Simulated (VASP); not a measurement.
Here is a VASP 6.6.1 calculation.

File INCAR:

```
SYSTEM = P
  PREC = Accurate
  ENCUT = 520
  EDIFF = 1E-6
  ISMEAR = -1
  SIGMA = 0.05
  LREAL = .FALSE.
  LASPH = .TRUE.
  NELM = 100
  ALGO = Normal
  ISIF = 2
  LWAVE = .FALSE.
  LCHARG = .FALSE.
  NBANDS = 8
```

Contents of KPOINTS:

```
Automatic mesh
0
G
  17 17 17
  0 0 0
```

Contents of POSCAR:

```
P
1.0
   -1.2088347980      1.2088347980      1.2088347980
    1.2088347980     -1.2088347980      1.2088347980
    1.2088347980      1.2088347980     -1.2088347980
P
1
Direct
    0.0000000000      0.0000000000      0.0000000000
```

Potentials or basis: VASP PAW LDA potentials, release 64 (P).

Run with:

```sh
$ cat potpaw_LDA.64/P/POTCAR > POTCAR
$ mpirun -np 1 vasp_std > vasp.out
```

Task: Estimate the pressure.

Result: 266.9 GPa.
